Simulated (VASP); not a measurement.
# Na (Pnma) in VASP: single point with r2SCAN

Aim: the single point of Na with r2SCAN.

All numbers are computed with VASP 6.6.1; they aren't measurements. Logs are shortened: lines on timing, memory, paths and dates and some standing lists are left out, and cuts for length are marked.

## 1. The cell of the first run

The structure is orthorhombic, space group Pnma (No. 62). The conventional cell has a = 8.097 Å, b = 4.529 Å, c = 8.682 Å, α = 90.00°, β = 90.00°, γ = 90.00°. Within 4.6 Å of Na (site symmetry m) lie 10 Na at 3.47 to 4.53 Å. Within 4.6 Å of Na (site symmetry m) lie 12 Na at 3.47 to 4.53 Å.

## 2. Single point, r2SCAN

POSCAR reads:

```
Na
1.0
    8.0972300000      0.0000000000      0.0000000000
    0.0000000000      4.5287480000      0.0000000000
    0.0000000000      0.0000000000      8.6823140000
Na
8
Direct
    0.1560710000      0.2500000000      0.5797560000
    0.6560710000      0.2500000000      0.9202440000
    0.8439290000      0.7500000000      0.4202440000
    0.3439290000      0.7500000000      0.0797560000
    0.0210030000      0.2500000000      0.1661460000
    0.5210030000      0.2500000000      0.3338540000
    0.9789970000      0.7500000000      0.8338540000
    0.4789970000      0.7500000000      0.6661460000
```

INCAR.step1 reads:

```
  PREC = Accurate
  ENCUT = 520
  ISMEAR = 0
  SIGMA = 0.1
  LREAL = False
  LASPH = True
  NELM = 60
  NBANDS = 38
  GGA = PE
  ALGO = Normal
  EDIFF = 1E-4
  LWAVE = True
  LCHARG = False
```

INCAR.step2 reads:

```
  PREC = Accurate
  ENCUT = 520
  EDIFF = 1E-6
  ISMEAR = 0
  SIGMA = 0.1
  LREAL = False
  LASPH = True
  NELM = 60
  ALGO = Normal
  ISIF = 2
  LWAVE = False
  LCHARG = True
  METAGGA = R2SCAN
  LMIXTAU = True
  LELF = True
  LVHAR = True
  NBANDS = 38
  ISTART = 1
```

KPOINTS reads:

```
Automatic mesh
0
Gamma
  2 4 2
```

Potentials or basis: VASP PAW PBE potentials, release 64 (Na_pv).

Command:

```bash
$ cat potpaw_PBE.64/Na_pv/POTCAR > POTCAR
$ cp INCAR.step1 INCAR
$ mpirun -np 1 vasp_std > vasp.out
$ cp INCAR.step2 INCAR
$ mpirun -np 1 vasp_std > vasp.out
```

OUTCAR:

```text
PREC = Accurate
   ENCUT = 520
   EDIFF = 1E-6
   ISMEAR = 0
   LREAL = False
   LASPH = True
   NELM = 60
   ISIF = 2
   METAGGA = R2SCAN
   ISTART = 1

 ion  position               nearest neighbor table
   1  0.156  0.250  0.580-
   2  0.656  0.250  0.920-
   3  0.844  0.750  0.420-
   4  0.344  0.750  0.080-
   5  0.021  0.250  0.166-
   6  0.521  0.250  0.334-
   7  0.979  0.750  0.834-
   8  0.479  0.750  0.666-

  LATTYP: Found a simple orthorhombic cell.
 ALAT       =     4.5287480000
 B/A-ratio  =     1.7879621476
 C/A-ratio  =     1.9171554699

  Lattice vectors:

 A1 = (   0.0000000000,  -4.5287480000,   0.0000000000)
 A2 = (   8.0972300000,   0.0000000000,   0.0000000000)
 A3 = (   0.0000000000,   0.0000000000,   8.6823140000)

Analysis of symmetry for initial positions (statically):
=====================================================================
 Subroutine PRICEL returns:
 Original cell was already a primitive cell.

 Routine SETGRP: Setting up the symmetry group for a
 simple orthorhombic supercell.

 Subroutine GETGRP returns: Found  8 space group operations
 (whereof  2 operations were pure point group operations)
 out of a pool of  8 trial point group operations.

The static configuration has the point symmetry S_2 .
 The point group associated with its full space group is D_2h.

Analysis of symmetry for dynamics (positions and initial velocities):
=====================================================================
 Subroutine PRICEL returns:
 Original cell was already a primitive cell.

 Routine SETGRP: Setting up the symmetry group for a
 simple orthorhombic supercell.

 Subroutine GETGRP returns: Found  8 space group operations
 (whereof  2 operations were pure point group operations)
 out of a pool of  8 trial point group operations.

The dynamic configuration has the point symmetry S_2 .
 The point group associated with its full space group is D_2h.

 Subroutine INISYM returns: Found  8 space group operations
 (whereof  2 operations are pure point group operations),
 and found     1 'primitive' translations

----------------------------------------------------------------------------------------

                                     Primitive cell

  volume of cell :     318.3832

  direct lattice vectors                    reciprocal lattice vectors
     8.097230000  0.000000000  0.000000000     0.123499024  0.000000000  0.000000000
     0.000000000  4.528748000  0.000000000     0.000000000  0.220811580  0.000000000
     0.000000000  0.000000000  8.682314000     0.000000000  0.000000000  0.115176668

  length of vectors
     8.097230000  4.528748000  8.682314000     0.123499024  0.220811580  0.115176668

  position of ions in fractional coordinates (direct lattice)
     0.156071000  0.250000000  0.579756000
     0.656071000  0.250000000  0.920244000
     0.843929000  0.750000000  0.420244000
     0.343929000  0.750000000  0.079756000
     0.021003000  0.250000000  0.166146000
     0.521003000  0.250000000  0.333854000
     0.978997000  0.750000000  0.833854000
     0.478997000  0.750000000  0.666146000

  ion indices of the primitive-cell ions
   primitive index   ion index
                 1           1
                 2           2
                 3           3
                 4           4
                 5           5
                 6           6
                 7           7
                 8           8

----------------------------------------------------------------------------------------

 KPOINTS: Automatic mesh

Automatic generation of k-mesh.
 Grid dimensions read from file:
 generate k-points for:    2    4    2

 Generating k-lattice:

  Cartesian coordinates                     Fractional coordinates (reciprocal lattice)
     0.061749512  0.000000000  0.000000000     0.500000000  0.000000000  0.000000000
     0.000000000  0.055202895  0.000000000     0.000000000  0.250000000  0.000000000
     0.000000000  0.000000000  0.057588334     0.000000000  0.000000000  0.500000000

  Length of vectors
     0.061749512  0.055202895  0.057588334

  Shift w.r.t. Gamma in fractional coordinates (k-lattice)
     0.000000000  0.000000000  0.000000000

 Subroutine IBZKPT returns following result:
 ===========================================

 Found     12 irreducible k-points:

 Following reciprocal coordinates:
            Coordinates               Weight
  0.000000  0.000000  0.000000      1.000000
  0.500000  0.000000  0.000000      1.000000
  0.000000  0.250000  0.000000      2.000000
  0.500000  0.250000  0.000000      2.000000
  0.000000  0.500000  0.000000      1.000000
  0.500000  0.500000  0.000000      1.000000
  0.000000  0.000000  0.500000      1.000000
  0.500000  0.000000  0.500000      1.000000
  0.000000  0.250000  0.500000      2.000000
  0.500000  0.250000  0.500000      2.000000
  0.000000  0.500000  0.500000      1.000000
  0.500000  0.500000  0.500000      1.000000
   k-points           NKPTS =     12   k-points in BZ     NKDIM =     12   number of bands    NBANDS=     38
   number of dos      NEDOS =    301   number of ions     NIONS =      8
   total plane-waves  NPLWV = 151200
   dimension x,y,z NGX =    60 NGY =   36 NGZ =   70
   dimension x,y,z NGXF=   120 NGYF=   72 NGZF=  140
   ions per type =               8
   NGX,Y,Z   is equivalent  to a cutoff of  12.32, 13.22, 13.40 a.u.
   NGXF,Y,Z  is equivalent  to a cutoff of  24.64, 26.43, 26.81 a.u.
 SYSTEM =  unknown system
   PREC   = accura    normal or accurate (medium, high low for compatibility)
   ISTART =      1    job   : 0-new  1-cont  2-samecut
   ICHARG =      0    charge: 1-file 2-atom 10-const
   ISPIN  =      1    spin polarized calculation?
   LNONCOLLINEAR =      F non collinear calculations
   LSORBIT =      F    spin-orbit coupling
   LASPH  =      T    aspherical Exc in radial PAW
   ENCUT  =  520.0 eV  38.22 Ry    6.18 a.u.  15.06  8.42 16.14*2*pi/ulx,y,z
   NELM   =     60;   NELMIN=  2; NELMDL=  0     # of ELM steps
   EDIFF  = 0.1E-05   stopping-criterion for ELM
   LREAL  =      F    real-space projection
   EDIFFG = 0.1E-04   stopping-criterion for IOM
   NSW    =      0    number of steps for IOM
   IBRION =     -1    ionic relax: 0-MD 1-quasi-New 2-CG
   NFREE  =      0    steps in history (QN), initial steepest desc. (CG)
   ISIF   =      2    stress and relaxation
   ISYM   =      2    0-nonsym 1-usesym 2-fastsym
   POTIM  = 0.5000    time-step for ionic-motion
   TEBEG  =    0.0;   TEEND  =   0.0 temperature during run
   PSTRESS=    0.0 pullay stress
   NELECT =      56.0000    total number of electrons
   NUPDOWN=      -1.0000    fix difference up-down
   EMIN   =  10.00;   EMAX   =-10.00  energy-range for DOS
   EFERMI =   0.00;   METHOD = LEGACY
   ISMEAR =     0;   SIGMA  =   0.10  broadening in eV -4-tet -1-fermi 0-gaus
   EFERMI_NEDOS =   21; number of points for ismear=-14 and -15
   IALGO  =     38    algorithm
   IMIX   =      4    mixing-type and parameters
     AMIX     =   0.40;   BMIX     =  1.00
     AMIX_MAG =   1.60;   BMIX_MAG =  1.00
  volume/ion in A,a.u.               =      39.80       268.57
  Fermi-wavevector in a.u.,A,eV,Ry     =   0.917249  1.733350 11.447215  0.841347
  Thomas-Fermi vector in A             =   2.042197
   LORBIT       =      0    0 simple, 1 ext, 2 COOP (PROOUT), +10 PAW based schemes
   METAGGA = R2SCAN    functional components
   LHFCALC =     F    Hartree Fock is set to
   AEXX    =    0.0000 exact exchange contribution
   IVDW    =     0    specifies the selected vdW correction
   LEPSILON=     F    determine dielectric tensor
   LRPA    =     F    only Hartree local field effects (RPA)
 non-spin polarized calculation
 Gauss-broadening in eV      SIGMA  =   0.10
  energy-cutoff  :      520.00
  volume of cell :      318.38
 maximum number of plane-waves:      8600
   NGX = 31   NGY = 17   NGZ = 33

 number of electron      55.9999982 magnetization

 Free energy of the ion-electron system (eV)
  ---------------------------------------------------
  ext. energy  EPLUGINS =         0.00000000
  ---------------------------------------------------
  free energy    TOTEN  =       -27.58708753 eV

  energy without entropy =      -27.54972142  energy(sigma->0) =      -27.56840447

 E-fermi :  -0.0108     XC(G=0):  -6.7259

 val. band max:       -0.0172732191   @ k =   0.5000   0.5000   0.5000
 cond. band min:       0.0504303387   @ k =   0.5000   0.2500   0.0000
 fundamental gap:      0.0677035578
 Fermi energy:        -0.0108302887

 k-point     1 :       0.0000    0.0000    0.0000
  band No.  band energies     occupation
      1     -26.0574      2.00000
      2     -26.0537      2.00000
      3     -26.0532      2.00000
      4     -26.0508      2.00000
      5     -26.0496      2.00000
      6     -26.0466      2.00000
[... 30 lines left out ...]
     37       5.0833      0.00000
     38       5.9889      0.00000

 k-point     2 :       0.5000    0.0000    0.0000
  band No.  band energies     occupation
      1     -26.0566      2.00000
      2     -26.0566      2.00000
      3     -26.0519      2.00000
      4     -26.0519      2.00000
      5     -26.0466      2.00000
      6     -26.0466      2.00000
[... 30 lines left out ...]
     37       4.8551      0.00000
     38       4.8551      0.00000

 k-point     3 :       0.0000    0.2500    0.0000
  band No.  band energies     occupation
      1     -26.0560      2.00000
      2     -26.0543      2.00000
      3     -26.0542      2.00000
      4     -26.0525      2.00000
      5     -26.0512      2.00000
      6     -26.0476      2.00000
[... 30 lines left out ...]
     37       3.5572      0.00000
[... 289 lines left out ...]
 k-point    11 :       0.0000    0.5000    0.5000
  band No.  band energies     occupation
      1     -26.0570      2.00000
      2     -26.0570      2.00000
      3     -26.0554      2.00000
      4     -26.0554      2.00000
      5     -26.0481      2.00000
      6     -26.0481      2.00000
[... 30 lines left out ...]
     37       3.4396      0.00000
     38       3.4396      0.00000

 k-point    12 :       0.5000    0.5000    0.5000
  band No.  band energies     occupation
      1     -26.0552      2.00000
      2     -26.0552      2.00000
      3     -26.0552      2.00000
      4     -26.0552      2.00000
      5     -26.0492      2.00000
      6     -26.0492      2.00000
[... 30 lines left out ...]
     37       4.0569      0.00000
     38       4.0569      0.00000

------------------------ aborting loop because EDIFF is reached ----------------------------------------

  FORCE on cell =-STRESS in cart. coord.  units (eV):
  Direction    XX          YY          ZZ          XY          YZ          ZX
  --------------------------------------------------------------------------------------
  -------------------------------------------------------------------------------------
  Total        0.8405574      0.2802119     -0.6390277     -0.0000000      0.0000000      0.0000000
  in kB        4.2298781      1.4100906     -3.2157344     -0.0000000      0.0000000      0.0000000
  external PRESSURE =       0.8080781 kB  Pullay stress =       0.0000000 kB

 VOLUME and BASIS-vectors are now :
 -----------------------------------------------------------------------------
  energy-cutoff  :      520.00
  volume of cell :      318.38
      direct lattice vectors                 reciprocal lattice vectors
     8.097230000  0.000000000  0.000000000     0.123499024  0.000000000  0.000000000
     0.000000000  4.528748000  0.000000000     0.000000000  0.220811580  0.000000000
     0.000000000  0.000000000  8.682314000     0.000000000  0.000000000  0.115176668

 POSITION                                       TOTAL-FORCE (eV/Angst)
 -----------------------------------------------------------------------------------
      1.26374      1.13219      5.03362         0.006048     -0.000000     -0.062374
      5.31236      1.13219      7.98985         0.006048     -0.000000      0.062374
      6.83349      3.39656      3.64869        -0.006048     -0.000000      0.062374
      2.78487      3.39656      0.69247        -0.006048     -0.000000     -0.062374
      0.17007      1.13219      1.44253         0.015527      0.000000     -0.023755
      4.21868      1.13219      2.89863         0.015527     -0.000000      0.023755
      7.92716      3.39656      7.23978        -0.015527     -0.000000      0.023755
      3.87855      3.39656      5.78369        -0.015527     -0.000000     -0.023755
 -----------------------------------------------------------------------------------
    total drift:                                0.000000     -0.000000     -0.000000

  FREE ENERGIE OF THE ION-ELECTRON SYSTEM (eV)
  ---------------------------------------------------
  free  energy   TOTEN  =       -27.5870875293 eV

  energy  without entropy=      -27.5497214200  energy(sigma->0) =      -27.56840447
```

It took 15 min on 1 thread of Intel Xeon 8259CL, shared host; peak memory 0.45 GiB.

Results:

```
Free energy            : -27.5871 eV
Pressure               : 0.1 GPa
Largest force          : 0.063 eV/Å
Band gap on the k mesh : zero (bands 28 and 29 overlap by 1.52 eV)
```

Forces on the atoms (eV/Å):
```
Na   0.006  0.000 -0.062
Na   0.006  0.000  0.062
Na  -0.006  0.000  0.062
Na  -0.006  0.000 -0.062
Na   0.016  0.000 -0.024
Na   0.016  0.000  0.024
Na  -0.016  0.000  0.024
Na  -0.016  0.000 -0.024
```

Caveat: the k points lie up to 0.39 Å⁻¹ apart, too coarse for converged energies and pressures of a metal; the PAW data sets were made with another functional, which shifts forces and pressure a little.
